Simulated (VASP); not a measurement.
# SrTiO3 (P4/mmm) in VASP: further runs, part 2 of 2

VASP 6.6.1.

### 5 Single point, PBE (zz strain of +3 %)

File INCAR:

```
ALGO = Normal ; EDIFF = 1E-6
ENCUT = 520 ; GGA = PE
ISIF = 2 ; ISMEAR = -1
LASPH = T ; LCHARG = T
LELF = T ; LREAL = F
LVHAR = T ; LWAVE = F
NBANDS = 28 ; NELM = 60
PREC = Accurate ; SIGMA = 0.05
```

File KPOINTS:

```
k-points
0
Gamma
  7 7 7
```

File POSCAR:

```
SrTiO3
1.0
    3.9050000000      0.0000000000      0.0000000000
    0.0000000000      3.9050000000      0.0000000000
    0.0000000000      0.0000000000      4.0221500000
Sr Ti O
1 1 3
Direct
    0.0000000000      0.0000000000      0.0000000000
    0.5000000000      0.5000000000      0.5000000000
    0.0000000000      0.5000000000      0.5000000000
    0.5000000000      0.0000000000      0.5000000000
    0.5000000000      0.5000000000      0.0000000000
```

Potentials or basis: VASP PAW PBE potentials, release 64 (Sr_sv, Ti_sv, O).

Started as:

```sh
cat potpaw_PBE.64/Sr_sv/POTCAR potpaw_PBE.64/Ti_sv/POTCAR potpaw_PBE.64/O/POTCAR > POTCAR
mpirun -np 1 vasp_std > vasp.out
```

OUTCAR:

```text
EDIFF = 1E-6
   ENCUT = 520
   GGA = PE
   ISIF = 2
   ISMEAR = -1
   LASPH = T
   LREAL = F
   NELM = 60
   PREC = Accurate

 ion  position               nearest neighbor table
   1  0.000  0.000  0.000-   5 2.76   5 2.76   5 2.76   5 2.76   4 2.80   3 2.80   4 2.80   3 2.80
                             4 2.80   3 2.80   4 2.80   3 2.80   2 3.42   2 3.42   2 3.42   2 3.42
   2  0.500  0.500  0.500-   3 1.95   4 1.95   4 1.95   3 1.95   5 2.01   5 2.01   1 3.42   1 3.42
                             1 3.42   1 3.42   1 3.42   1 3.42   1 3.42   1 3.42
   3  0.000  0.500  0.500-   2 1.95   2 1.95   1 2.80   1 2.80   1 2.80   1 2.80
   4  0.500  0.000  0.500-   2 1.95   2 1.95   1 2.80   1 2.80   1 2.80   1 2.80
   5  0.500  0.500  0.000-   2 2.01   2 2.01   1 2.76   1 2.76   1 2.76   1 2.76

  LATTYP: Found a simple tetragonal cell.
 ALAT       =     3.9050000000
 C/A-ratio  =     1.0300000000

  Lattice vectors:

 A1 = (   3.9050000000,   0.0000000000,   0.0000000000)
 A2 = (   0.0000000000,   3.9050000000,   0.0000000000)
 A3 = (   0.0000000000,   0.0000000000,   4.0221500000)

Analysis of symmetry for initial positions (statically):
=====================================================================
 Subroutine PRICEL returns:
 Original cell was already a primitive cell.

 Routine SETGRP: Setting up the symmetry group for a
 simple tetragonal supercell.

 Subroutine GETGRP returns: Found 16 space group operations
 (whereof 16 operations were pure point group operations)
 out of a pool of 16 trial point group operations.

The static configuration has the point symmetry D_4h.

Analysis of symmetry for dynamics (positions and initial velocities):
=====================================================================
 Subroutine PRICEL returns:
 Original cell was already a primitive cell.

 Routine SETGRP: Setting up the symmetry group for a
 simple tetragonal supercell.

 Subroutine GETGRP returns: Found 16 space group operations
 (whereof 16 operations were pure point group operations)
 out of a pool of 16 trial point group operations.

The dynamic configuration has the point symmetry D_4h.

 Subroutine INISYM returns: Found 16 space group operations
 (whereof 16 operations are pure point group operations),
 and found     1 'primitive' translations

----------------------------------------------------------------------------------------

                                     Primitive cell

  volume of cell :      61.3339

  direct lattice vectors                    reciprocal lattice vectors
     3.905000000  0.000000000  0.000000000     0.256081946  0.000000000  0.000000000
     0.000000000  3.905000000  0.000000000     0.000000000  0.256081946  0.000000000
     0.000000000  0.000000000  4.022150000     0.000000000  0.000000000  0.248623249

  length of vectors
     3.905000000  3.905000000  4.022150000     0.256081946  0.256081946  0.248623249

  position of ions in fractional coordinates (direct lattice)
     0.000000000  0.000000000  0.000000000
     0.500000000  0.500000000  0.500000000
     0.000000000  0.500000000  0.500000000
     0.500000000  0.000000000  0.500000000
     0.500000000  0.500000000  0.000000000

  ion indices of the primitive-cell ions
   primitive index   ion index
                 1           1
                 2           2
                 3           3
[... 31 lines left out ...]
  0.000000  0.000000  0.000000      1.000000
  0.142857  0.000000  0.000000      4.000000
  0.285714  0.000000  0.000000      4.000000
  0.428571  0.000000  0.000000      4.000000
  0.142857  0.142857  0.000000      4.000000
  0.285714  0.142857  0.000000      8.000000
[... 16 lines left out ...]
  0.285714  0.000000  0.285714      8.000000
  0.428571  0.000000  0.285714      8.000000
 [... further k-points ...]
   k-points           NKPTS =     40   k-points in BZ     NKDIM =     40   number of bands    NBANDS=     28
   number of dos      NEDOS =    301   number of ions     NIONS =      5
   total plane-waves  NPLWV =  27000
   dimension x,y,z NGX =    30 NGY =   30 NGZ =   30
   dimension x,y,z NGXF=    60 NGYF=   60 NGZF=   60
   ions per type =               1   1   3
   NGX,Y,Z   is equivalent  to a cutoff of  12.77, 12.77, 12.40 a.u.
   NGXF,Y,Z  is equivalent  to a cutoff of  25.54, 25.54, 24.80 a.u.
 SYSTEM =  unknown system
   PREC   = accura    normal or accurate (medium, high low for compatibility)
   ISTART =      0    job   : 0-new  1-cont  2-samecut
   ICHARG =      2    charge: 1-file 2-atom 10-const
   ISPIN  =      1    spin polarized calculation?
   LNONCOLLINEAR =      F non collinear calculations
   LSORBIT =      F    spin-orbit coupling
   LASPH  =      T    aspherical Exc in radial PAW
   ENCUT  =  520.0 eV  38.22 Ry    6.18 a.u.   7.26  7.26  7.48*2*pi/ulx,y,z
   NELM   =     60;   NELMIN=  2; NELMDL= -5     # of ELM steps
   EDIFF  = 0.1E-05   stopping-criterion for ELM
   LREAL  =      F    real-space projection
   EDIFFG = 0.1E-04   stopping-criterion for IOM
   NSW    =      0    number of steps for IOM
   IBRION =     -1    ionic relax: 0-MD 1-quasi-New 2-CG
   NFREE  =      0    steps in history (QN), initial steepest desc. (CG)
   ISIF   =      2    stress and relaxation
   ISYM   =      2    0-nonsym 1-usesym 2-fastsym
   POTIM  = 0.5000    time-step for ionic-motion
   TEBEG  =    0.0;   TEEND  =   0.0 temperature during run
   PSTRESS=    0.0 pullay stress
   NELECT =      40.0000    total number of electrons
   NUPDOWN=      -1.0000    fix difference up-down
   EMIN   =  10.00;   EMAX   =-10.00  energy-range for DOS
   EFERMI =   0.00;   METHOD = LEGACY
   ISMEAR =    -1;   SIGMA  =   0.05  broadening in eV -4-tet -1-fermi 0-gaus
   EFERMI_NEDOS =   21; number of points for ismear=-14 and -15
   IALGO  =     38    algorithm
   IMIX   =      4    mixing-type and parameters
     AMIX     =   0.40;   BMIX     =  1.00
     AMIX_MAG =   1.60;   BMIX_MAG =  1.00
  volume/ion in A,a.u.               =      12.27        82.78
  Fermi-wavevector in a.u.,A,eV,Ry     =   1.419694  2.682832 27.422961  2.015531
  Thomas-Fermi vector in A             =   2.540688
   LORBIT       =      0    0 simple, 1 ext, 2 COOP (PROOUT), +10 PAW based schemes
   GGA     = PE    functional components
   LHFCALC =     F    Hartree Fock is set to
   AEXX    =    0.0000 exact exchange contribution
   IVDW    =     0    specifies the selected vdW correction
   LEPSILON=     F    determine dielectric tensor
   LRPA    =     F    only Hartree local field effects (RPA)
 non-spin polarized calculation
  energy-cutoff  :      520.00
  volume of cell :       61.33
 maximum number of plane-waves:      1670
 NGX is ok and might be reduce to    30
   NGX = 15   NGY = 15   NGZ = 15

 number of electron      39.9999999 magnetization

 Free energy of the ion-electron system (eV)
  ---------------------------------------------------
  ext. energy  EPLUGINS =         0.00000000
  ---------------------------------------------------
  free energy    TOTEN  =       -40.08080220 eV

  energy without entropy =      -40.08080220  energy(sigma->0) =      -40.08080220

 E-fermi :   4.8282     XC(G=0): -11.1150

 val. band max:        3.8735888134   @ k =   0.4286   0.4286   0.4286
 cond. band min:       5.7130021298   @ k =   0.0000   0.0000   0.0000
 fundamental gap:      1.8394133164
 Fermi energy:         4.8282323950

 k-point     1 :       0.0000    0.0000    0.0000
  band No.  band energies     occupation
      1     -52.6554      2.00000
      2     -28.9553      2.00000
      3     -28.8893      2.00000
      4     -28.8893      2.00000
      5     -28.8747      2.00000
      6     -13.4098      2.00000
[... 733 lines left out ...]
     27      12.0622      0.00000
     28      12.3636      0.00000

 [... further k-points ...]

------------------------ aborting loop because EDIFF is reached ----------------------------------------

  FORCE on cell =-STRESS in cart. coord.  units (eV):
  Direction    XX          YY          ZZ          XY          YZ          ZX
  --------------------------------------------------------------------------------------
  -------------------------------------------------------------------------------------
  Total        0.7311659      0.7311659     -1.5795398      0.0000000      0.0000000      0.0000000
  in kB       19.0996827     19.0996827    -41.2611024      0.0000000      0.0000000      0.0000000
  external PRESSURE =      -1.0205790 kB  Pullay stress =       0.0000000 kB

 VOLUME and BASIS-vectors are now :
 -----------------------------------------------------------------------------
  energy-cutoff  :      520.00
  volume of cell :       61.33
      direct lattice vectors                 reciprocal lattice vectors
     3.905000000  0.000000000  0.000000000     0.256081946  0.000000000  0.000000000
     0.000000000  3.905000000  0.000000000     0.000000000  0.256081946  0.000000000
     0.000000000  0.000000000  4.022150000     0.000000000  0.000000000  0.248623249

 POSITION                                       TOTAL-FORCE (eV/Angst)
 -----------------------------------------------------------------------------------
      0.00000      0.00000      0.00000         0.000000      0.000000      0.000000
      1.95250      1.95250      2.01107         0.000000      0.000000      0.000000
      0.00000      1.95250      2.01107         0.000000      0.000000      0.000000
      1.95250      0.00000      2.01107         0.000000      0.000000      0.000000
      1.95250      1.95250      0.00000         0.000000      0.000000      0.000000
 -----------------------------------------------------------------------------------
    total drift:                                0.000000      0.000000     -0.000000

  FREE ENERGIE OF THE ION-ELECTRON SYSTEM (eV)
  ---------------------------------------------------
  free  energy   TOTEN  =       -40.0808022001 eV

  energy  without entropy=      -40.0808021986  energy(sigma->0) =      -40.08080220
```

stdout:

```text
POSCAR found type information on POSCAR SrTiO
 POSCAR found :  3 types and       5 ions
 scaLAPACK will be used
 LDA part: xc-table for (Slater+PW92), standard interpolation
 POSCAR, INCAR and KPOINTS ok, starting setup
 FFT: planning ... GRIDC
 FFT: planning ... GRID_SOFT
 FFT: planning ... GRID
 WAVECAR not read
 entering main loop
```

It took 2.2 min on 1 thread of AMD EPYC 7R13, shared host; peak memory 0.19 GiB.

What came out:

```
Free energy            : -40.0808 eV
Pressure               : -0.1 GPa
Band gap on the k mesh : 1.84 eV, indirect (least direct gap 2.15 eV)
```

Caveat: the cell differs from its parent crystal (zz strain of +3 %).

### 6 Overview

| cell | gap on the mesh (eV) | pressure (GPa) |
| --- | --- | --- |
| a = 3.905, b = 3.905, c = 3.983 Å, 5 atoms | 1.87 | 1.5 |
| a = 3.905, b = 3.905, c = 3.827 Å, 5 atoms | 1.93 | 9.1 |
| a = 3.905, b = 3.905, c = 3.944 Å, 5 atoms | 1.89 | 3.2 |
| a = 3.905, b = 3.905, c = 4.022 Å, 5 atoms | 1.84 | -0.1 |

Alike in all rows: task single point; level PBE; potentials or basis VASP PAW PBE potentials, release 64 (Sr_sv, Ti_sv, O); no spin polarisation; k mesh 7 × 7 × 7; cutoff (eV) 520; smearing fermi-dirac 0.05 eV.

Absolute energies hang on the potentials; compare differences alone.
